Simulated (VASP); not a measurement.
# BeS (rocksalt type) (Fm-3m) in VASP: settings compared

The runs below take BeS (rocksalt type) through single point, relaxation of cell and atoms, with PBE, LDA.

All numbers are computed with VASP 6.6.1; they aren't measurements. Logs are shortened: lines on timing, memory, paths and dates and some standing lists are left out, and cuts for length are marked.

## (1) The cell of the first run

Symmetry: Fm-3m, No. 225, cubic system. The conventional cell has a = 4.667 Å, b = 4.667 Å, c = 4.667 Å, α = 90.00°, β = 90.00°, γ = 90.00°. Be (site symmetry m-3m) has 6 S at 2.33 Å within 3.1 Å. S (site symmetry m-3m) has 6 Be at 2.33 Å within 3.1 Å.

## (2) Single point, PBE (volume scaled by 1.025)

INCAR reads:

```
SYSTEM = BeS
  PREC = Accurate
  ENCUT = 520
  EDIFF = 1E-7
  ISMEAR = -1
  SIGMA = 0.08
  LREAL = .FALSE.
  LASPH = .TRUE.
  NELM = 60
  ALGO = Normal
  ISIF = 2
  LWAVE = .FALSE.
  LCHARG = .FALSE.
  GGA = PE
  NBANDS = 11
```

KPOINTS reads:

```
Automatic mesh
0
G
  13 13 13
  0 0 0
```

POSCAR reads:

```
BeS
1.0
    0.0000000000      2.3335901292      2.3335901292
    2.3335901292      0.0000000000      2.3335901292
    2.3335901292      2.3335901292      0.0000000000
Be S
1 1
Direct
    0.0000000000      0.0000000000      0.0000000000
    0.5000000000      0.5000000000      0.5000000000
```

Potentials or basis: VASP PAW PBE potentials, release 64 (Be, S).

Launch:

```sh
> cat potpaw_PBE.64/Be/POTCAR potpaw_PBE.64/S/POTCAR > POTCAR
> mpirun -np 1 vasp_std > vasp.out
```

OUTCAR:

```text
SYSTEM = BeS
   PREC = Accurate
   ENCUT = 520
   EDIFF = 1E-7
   ISMEAR = -1
   LREAL = .FALSE.
   LASPH = .TRUE.
   NELM = 60
   ISIF = 2
   GGA = PE

 ion  position               nearest neighbor table
   1  0.000  0.000  0.000-   2 2.33   2 2.33   2 2.33   2 2.33   2 2.33   2 2.33
   2  0.500  0.500  0.500-   1 2.33   1 2.33   1 2.33   1 2.33   1 2.33   1 2.33

  LATTYP: Found a face centered cubic cell.
 ALAT       =     4.6671802584

  Lattice vectors:

 A1 = (   0.0000000000,   2.3335901292,   2.3335901292)
 A2 = (   2.3335901292,   0.0000000000,   2.3335901292)
 A3 = (   2.3335901292,   2.3335901292,   0.0000000000)

Analysis of symmetry for initial positions (statically):
=====================================================================
 Subroutine PRICEL returns:
 Original cell was already a primitive cell.

 Routine SETGRP: Setting up the symmetry group for a
 face centered cubic supercell.

 Subroutine GETGRP returns: Found 48 space group operations
 (whereof 48 operations were pure point group operations)
 out of a pool of 48 trial point group operations.

The static configuration has the point symmetry O_h .

Analysis of symmetry for dynamics (positions and initial velocities):
=====================================================================
 Subroutine PRICEL returns:
 Original cell was already a primitive cell.

 Routine SETGRP: Setting up the symmetry group for a
 face centered cubic supercell.

 Subroutine GETGRP returns: Found 48 space group operations
 (whereof 48 operations were pure point group operations)
 out of a pool of 48 trial point group operations.

The dynamic configuration has the point symmetry O_h .

 Subroutine INISYM returns: Found 48 space group operations
 (whereof 48 operations are pure point group operations),
 and found     1 'primitive' translations

----------------------------------------------------------------------------------------

                                     Primitive cell

  volume of cell :      25.4158

  direct lattice vectors                    reciprocal lattice vectors
     0.000000000  2.333590129  2.333590129    -0.214262134  0.214262134  0.214262134
     2.333590129  0.000000000  2.333590129     0.214262134 -0.214262134  0.214262134
     2.333590129  2.333590129  0.000000000     0.214262134  0.214262134 -0.214262134

  length of vectors
     3.300194810  3.300194810  3.300194810     0.371112902  0.371112902  0.371112902

  position of ions in fractional coordinates (direct lattice)
     0.000000000  0.000000000  0.000000000
[... 81 lines left out ...]
   NSW    =      0    number of steps for IOM
   IBRION =     -1    ionic relax: 0-MD 1-quasi-New 2-CG
   NFREE  =      0    steps in history (QN), initial steepest desc. (CG)
   ISIF   =      2    stress and relaxation
   ISYM   =      2    0-nonsym 1-usesym 2-fastsym
   POTIM  = 0.5000    time-step for ionic-motion
   TEBEG  =    0.0;   TEEND  =   0.0 temperature during run
   PSTRESS=    0.0 pullay stress
   NELECT =       8.0000    total number of electrons
   NUPDOWN=      -1.0000    fix difference up-down
   EMIN   =  10.00;   EMAX   =-10.00  energy-range for DOS
   EFERMI =   0.00;   METHOD = LEGACY
   ISMEAR =    -1;   SIGMA  =   0.08  broadening in eV -4-tet -1-fermi 0-gaus
   EFERMI_NEDOS =   21; number of points for ismear=-14 and -15
   IALGO  =     38    algorithm
   IMIX   =      4    mixing-type and parameters
     AMIX     =   0.40;   BMIX     =  1.00
     AMIX_MAG =   1.60;   BMIX_MAG =  1.00
  volume/ion in A,a.u.               =      12.71        85.76
  Fermi-wavevector in a.u.,A,eV,Ry     =   1.113620  2.104436 16.873250  1.240149
  Thomas-Fermi vector in A             =   2.250206
   LORBIT       =      0    0 simple, 1 ext, 2 COOP (PROOUT), +10 PAW based schemes
   GGA     = PE    functional components
   LHFCALC =     F    Hartree Fock is set to
   AEXX    =    0.0000 exact exchange contribution
   IVDW    =     0    specifies the selected vdW correction
   LEPSILON=     F    determine dielectric tensor
   LRPA    =     F    only Hartree local field effects (RPA)
 non-spin polarized calculation
  energy-cutoff  :      520.00
  volume of cell :       25.42
 maximum number of plane-waves:       701
 NGX is ok and might be reduce to    28
   NGX = 13   NGY = 13   NGZ = 13

 number of electron       7.9999999 magnetization

 Free energy of the ion-electron system (eV)
  ---------------------------------------------------
  ext. energy  EPLUGINS =         0.00000000
  ---------------------------------------------------
  free energy    TOTEN  =        -8.88997403 eV

  energy without entropy =       -8.88994009  energy(sigma->0) =       -8.88995706

 E-fermi :   6.9061     XC(G=0): -10.5198

 val. band max:        6.3445700200   @ k =  -0.1538   0.1538   0.0000
 cond. band min:       7.3494679796   @ k =   0.4615   0.4615   0.0000
 fundamental gap:      1.0048979596
 Fermi energy:         6.9060902473

 k-point     1 :       0.0000    0.0000    0.0000
  band No.  band energies     occupation
      1      -8.5696      2.00000
      2       6.0455      1.99996
      3       6.0455      1.99996
      4       6.0455      1.99996
      5      11.3856      0.00000
      6      15.1947      0.00000
      7      15.1947      0.00000
      8      15.1947      0.00000
      9      15.8124      0.00000
     10      15.8124      0.00000
     11      15.8124      0.00000
[... 309 lines left out ...]
 k-point    24 :       0.4615    0.1538    0.0000
  band No.  band energies     occupation
      1      -6.3983      2.00000
      2       0.0404      2.00000
      3       4.2954      2.00000
      4       4.8655      2.00000
      5       9.6227      0.00000
      6      12.2102      0.00000
      7      12.4932      0.00000
      8      16.7831      0.00000
      9      17.2418      0.00000
     10      22.1820      0.00000
     11      22.6952      0.00000

 [... further k-points ...]
[... 5 lines left out ...]
  --------------------------------------------------------------------------------------
  -------------------------------------------------------------------------------------
  Total       -0.4110079     -0.4110079     -0.4110079      0.0000000     -0.0000000      0.0000000
  in kB      -25.9093776    -25.9093776    -25.9093776      0.0000000     -0.0000000      0.0000000
  external PRESSURE =     -25.9093776 kB  Pullay stress =       0.0000000 kB

 VOLUME and BASIS-vectors are now :
 -----------------------------------------------------------------------------
  energy-cutoff  :      520.00
  volume of cell :       25.42
      direct lattice vectors                 reciprocal lattice vectors
     0.000000000  2.333590129  2.333590129    -0.214262134  0.214262134  0.214262134
     2.333590129  0.000000000  2.333590129     0.214262134 -0.214262134  0.214262134
     2.333590129  2.333590129  0.000000000     0.214262134  0.214262134 -0.214262134

 POSITION                                       TOTAL-FORCE (eV/Angst)
 -----------------------------------------------------------------------------------
      0.00000      0.00000      0.00000        -0.000000     -0.000000     -0.000000
      2.33359      2.33359      2.33359         0.000000      0.000000      0.000000
 -----------------------------------------------------------------------------------
    total drift:                                0.000000      0.000000      0.000000

  FREE ENERGIE OF THE ION-ELECTRON SYSTEM (eV)
  ---------------------------------------------------
  free  energy   TOTEN  =        -8.8899740278 eV

  energy  without entropy=       -8.8899400884  energy(sigma->0) =       -8.88995706
```

OSZICAR:

```text
N       E                     dE             d eps       ncg     rms          rms(c)
DAV:   1     0.193818995065E+02    0.19382E+02   -0.39722E+03  1856   0.635E+02
DAV:   2    -0.785820099537E+01   -0.27240E+02   -0.25737E+02  2543   0.112E+02
DAV:   3    -0.896498965380E+01   -0.11068E+01   -0.11042E+01  2408   0.221E+01
DAV:   4    -0.897036681848E+01   -0.53772E-02   -0.53758E-02  2370   0.181E+00
DAV:   5    -0.897039726506E+01   -0.30447E-04   -0.30446E-04  2321   0.127E-01    0.616E+00
DAV:   6    -0.889007232284E+01    0.80325E-01   -0.20241E-01  2136   0.185E+00    0.414E+00
DAV:   7    -0.888922626798E+01    0.84605E-03   -0.65427E-02  2488   0.122E+00    0.166E+00
DAV:   8    -0.888998164566E+01   -0.75538E-03   -0.60856E-03  2137   0.374E-01    0.332E-01
DAV:   9    -0.888995936627E+01    0.22279E-04   -0.16776E-04  2175   0.812E-02    0.634E-02
DAV:  10    -0.888997338900E+01   -0.14023E-04   -0.23705E-05  2160   0.278E-02    0.696E-03
DAV:  11    -0.888997406617E+01   -0.67717E-06   -0.43711E-06  2228   0.109E-02    0.414E-03
DAV:  12    -0.888997402782E+01    0.38354E-07   -0.16750E-07  2088   0.267E-03
   1 F= -.88899740E+01 E0= -.88899571E+01  d E =-.339394E-04
```

Run time: 26 s. Hardware: 1 thread of Intel Xeon Platinum 8259CL at 2.50GHz (Skylake/Cascade Lake), shared host; peak memory 0.16 GiB.

What came out:

```yaml
Free_energy: -8.8900 eV
Pressure: -2.6 GPa
Band_gap_on_the_k_mesh: 1.00 eV, indirect (least direct gap 4.07 eV)
```

 A k mesh can miss the band edges.

## (3) Single point, PBE (volume scaled by 1.05)

INCAR reads:

```
SYSTEM = BeS
PREC = Accurate ; ENCUT = 520
EDIFF = 1E-7 ; ISMEAR = -1
SIGMA = 0.08 ; LREAL = .FALSE.
LASPH = .TRUE. ; NELM = 60
ALGO = Normal ; ISIF = 2
LWAVE = .FALSE. ; LCHARG = .TRUE.
GGA = PE ; LELF = .TRUE.
LVHAR = .TRUE. ; NBANDS = 11
```

KPOINTS is that of step 2.

POSCAR reads:

```
BeS
1.0
    0.0000000000      2.3524102172      2.3524102172
    2.3524102172      0.0000000000      2.3524102172
    2.3524102172      2.3524102172      0.0000000000
Be S
1 1
Direct
    0.0000000000      0.0000000000      0.0000000000
    0.5000000000      0.5000000000      0.5000000000
```

Potentials or basis: VASP PAW PBE potentials, release 64 (Be, S).

Launch:

```sh
> cat potpaw_PBE.64/Be/POTCAR potpaw_PBE.64/S/POTCAR > POTCAR
> mpirun -np 1 vasp_std > vasp.out
```

OUTCAR:

```text
SYSTEM = BeS
   PREC = Accurate
   ENCUT = 520
   EDIFF = 1E-7
   ISMEAR = -1
   LREAL = .FALSE.
   LASPH = .TRUE.
   NELM = 60
   ISIF = 2
   GGA = PE

 ion  position               nearest neighbor table
   1  0.000  0.000  0.000-   2 2.35   2 2.35   2 2.35   2 2.35   2 2.35   2 2.35
   2  0.500  0.500  0.500-   1 2.35   1 2.35   1 2.35   1 2.35   1 2.35   1 2.35

  LATTYP: Found a face centered cubic cell.
 ALAT       =     4.7048204344

  Lattice vectors:

 A1 = (   0.0000000000,   2.3524102172,   2.3524102172)
 A2 = (   2.3524102172,   0.0000000000,   2.3524102172)
 A3 = (   2.3524102172,   2.3524102172,   0.0000000000)

Analysis of symmetry for initial positions (statically):
=====================================================================
 Subroutine PRICEL returns:
 Original cell was already a primitive cell.

 Routine SETGRP: Setting up the symmetry group for a
 face centered cubic supercell.

 Subroutine GETGRP returns: Found 48 space group operations
 (whereof 48 operations were pure point group operations)
 out of a pool of 48 trial point group operations.

The static configuration has the point symmetry O_h .

Analysis of symmetry for dynamics (positions and initial velocities):
=====================================================================
 Subroutine PRICEL returns:
 Original cell was already a primitive cell.

 Routine SETGRP: Setting up the symmetry group for a
 face centered cubic supercell.

 Subroutine GETGRP returns: Found 48 space group operations
 (whereof 48 operations were pure point group operations)
 out of a pool of 48 trial point group operations.

The dynamic configuration has the point symmetry O_h .

 Subroutine INISYM returns: Found 48 space group operations
 (whereof 48 operations are pure point group operations),
 and found     1 'primitive' translations

----------------------------------------------------------------------------------------

[... 114 lines left out ...]
  Fermi-wavevector in a.u.,A,eV,Ry     =   1.104710  2.087600 16.604347  1.220385
  Thomas-Fermi vector in A             =   2.241187
   LORBIT       =      0    0 simple, 1 ext, 2 COOP (PROOUT), +10 PAW based schemes
   GGA     = PE    functional components
   LHFCALC =     F    Hartree Fock is set to
   AEXX    =    0.0000 exact exchange contribution
   IVDW    =     0    specifies the selected vdW correction
   LEPSILON=     F    determine dielectric tensor
   LRPA    =     F    only Hartree local field effects (RPA)
 non-spin polarized calculation
  energy-cutoff  :      520.00
  volume of cell :       26.04
 maximum number of plane-waves:       725
 NGX is ok and might be reduce to    28
   NGX = 13   NGY = 13   NGZ = 13

 number of electron       8.0000000 magnetization

 Free energy of the ion-electron system (eV)
  ---------------------------------------------------
  ext. energy  EPLUGINS =         0.00000000
  ---------------------------------------------------
  free energy    TOTEN  =        -8.87570458 eV

  energy without entropy =       -8.87566724  energy(sigma->0) =       -8.87568591

 E-fermi :   6.6134     XC(G=0): -10.4195

 val. band max:        6.0564507061   @ k =  -0.1538   0.1538   0.0000
 cond. band min:       7.0485944240   @ k =   0.4615   0.4615   0.0000
 fundamental gap:      0.9921437179
 Fermi energy:         6.6134317039

 k-point     1 :       0.0000    0.0000    0.0000
  band No.  band energies     occupation
      1      -8.6547      2.00000
      2       5.7672      1.99995
      3       5.7672      1.99995
      4       5.7672      1.99995
      5      10.8357      0.00000
      6      14.9334      0.00000
      7      14.9334      0.00000
      8      14.9334      0.00000
      9      15.3992      0.00000
     10      15.3992      0.00000
     11      15.3992      0.00000
[... 309 lines left out ...]
 k-point    24 :       0.4615    0.1538    0.0000
  band No.  band energies     occupation
      1      -6.5609      2.00000
      2      -0.0939      2.00000
      3       4.0720      2.00000
      4       4.6325      2.00000
      5       9.3494      0.00000
      6      11.9019      0.00000
      7      12.1227      0.00000
      8      16.3769      0.00000
      9      16.7803      0.00000
     10      21.7930      0.00000
     11      22.2413      0.00000

 [... further k-points ...]
[... 5 lines left out ...]
  --------------------------------------------------------------------------------------
  -------------------------------------------------------------------------------------
  Total       -0.7859501     -0.7859501     -0.7859501      0.0000000     -0.0000000     -0.0000000
  in kB      -48.3655771    -48.3655771    -48.3655771      0.0000000     -0.0000000     -0.0000000
  external PRESSURE =     -48.3655771 kB  Pullay stress =       0.0000000 kB

 VOLUME and BASIS-vectors are now :
 -----------------------------------------------------------------------------
  energy-cutoff  :      520.00
  volume of cell :       26.04
      direct lattice vectors                 reciprocal lattice vectors
     0.000000000  2.352410217  2.352410217    -0.212547963  0.212547963  0.212547963
     2.352410217  0.000000000  2.352410217     0.212547963 -0.212547963  0.212547963
     2.352410217  2.352410217  0.000000000     0.212547963  0.212547963 -0.212547963

 POSITION                                       TOTAL-FORCE (eV/Angst)
 -----------------------------------------------------------------------------------
      0.00000      0.00000      0.00000        -0.000000      0.000000      0.000000
      2.35241      2.35241      2.35241         0.000000     -0.000000     -0.000000
 -----------------------------------------------------------------------------------
    total drift:                                0.000000      0.000000      0.000000

  FREE ENERGIE OF THE ION-ELECTRON SYSTEM (eV)
  ---------------------------------------------------
  free  energy   TOTEN  =        -8.8757045827 eV

  energy  without entropy=       -8.8756672375  energy(sigma->0) =       -8.87568591
```

OSZICAR:

```text
N       E                     dE             d eps       ncg     rms          rms(c)
DAV:   1     0.195501791268E+02    0.19550E+02   -0.38647E+03  1856   0.630E+02
DAV:   2    -0.779361468282E+01   -0.27344E+02   -0.25904E+02  2424   0.111E+02
DAV:   3    -0.895632567862E+01   -0.11627E+01   -0.11589E+01  2383   0.225E+01
DAV:   4    -0.896236087502E+01   -0.60352E-02   -0.60340E-02  2250   0.188E+00
DAV:   5    -0.896240096028E+01   -0.40085E-04   -0.40084E-04  2401   0.150E-01    0.593E+00
DAV:   6    -0.887566751341E+01    0.86733E-01   -0.22409E-01  2167   0.192E+00    0.400E+00
DAV:   7    -0.887473749307E+01    0.93002E-03   -0.66972E-02  2520   0.123E+00    0.169E+00
DAV:   8    -0.887571815558E+01   -0.98066E-03   -0.61437E-03  2129   0.380E-01    0.356E-01
DAV:   9    -0.887568763626E+01    0.30519E-04   -0.18902E-04  2199   0.832E-02    0.603E-02
DAV:  10    -0.887570430143E+01   -0.16665E-04   -0.26893E-05  2159   0.304E-02    0.648E-03
DAV:  11    -0.887570461128E+01   -0.30985E-06   -0.41007E-06  2235   0.102E-02    0.407E-03
DAV:  12    -0.887570458269E+01    0.28586E-07   -0.17099E-07  2092   0.266E-03
   1 F= -.88757046E+01 E0= -.88756859E+01  d E =-.373452E-04
```

It took 38 s on 1 thread of Intel Xeon Platinum 8259CL at 2.50GHz (Skylake/Cascade Lake), shared host; peak memory 0.16 GiB.

Results:

- Free energy: -8.8757 eV
- Pressure: -4.8 GPa
- Band gap on the k mesh: 0.99 eV, indirect (least direct gap 3.96 eV)

(Continued in part 2 of 2.)
